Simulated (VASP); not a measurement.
Here is a VASP 6.6.1 calculation.

INCAR

```
SYSTEM = Ti
PREC     = Accurate       ! precision mode
ENCUT    = 500            ! plane-wave cutoff, eV
EDIFF    = 1E-6           ! SCF threshold, eV
ISMEAR   = 0              ! smearing method
SIGMA    = 0.15           ! smearing width, eV
LREAL    = .FALSE.        ! projectors in reciprocal space
LASPH    = .TRUE.         ! aspherical terms in the spheres
NELM     = 120            ! most SCF steps
ALGO     = Normal         ! electronic algorithm
ISIF     = 2              ! what is computed and relaxed
LWAVE    = .FALSE.        ! write WAVECAR
LCHARG   = .FALSE.        ! write CHGCAR
GGA      = PE             ! functional
NBANDS   = 25             ! bands
GGA_COMPAT= .FALSE.
```

KPOINTS

```
Automatic mesh
0
G
  12 12 14
  0 0 0
```

File POSCAR:

```
Ti
1.0
    4.5790987804      0.0000000000      0.0000000000
   -2.2895493902      3.9656158702      0.0000000000
    0.0000000000      0.0000000000      2.8317615649
Ti
3
Direct
   -0.0284949435     -0.0569898869      0.0000000000
    0.3475808051      0.6951616101      0.5000000000
    0.6809141384      0.3618282768      0.5000000000
```

Potentials or basis: VASP PAW PBE potentials, release 64 (Ti_sv).

Run with:

```console
$ cat potpaw_PBE.64/Ti_sv/POTCAR > POTCAR
$ mpirun -np 1 vasp_std > vasp.out
```

What does it give for the band gap on the k mesh?

Zero (bands 18 and 19 overlap by 0.38 eV).

What does it give for the largest force?

1.676 eV/Å.

Stress tensor (GPa, compression positive):
```
2.30 0.00 0.00
0.00 4.93 0.00
0.00 0.00 0.71
```

Caveat: the cell differs from its parent crystal (atoms displaced along a vibrational mode); forces of over 1 eV/Å act on the atoms, so gaps and moduli don't describe the material at rest.
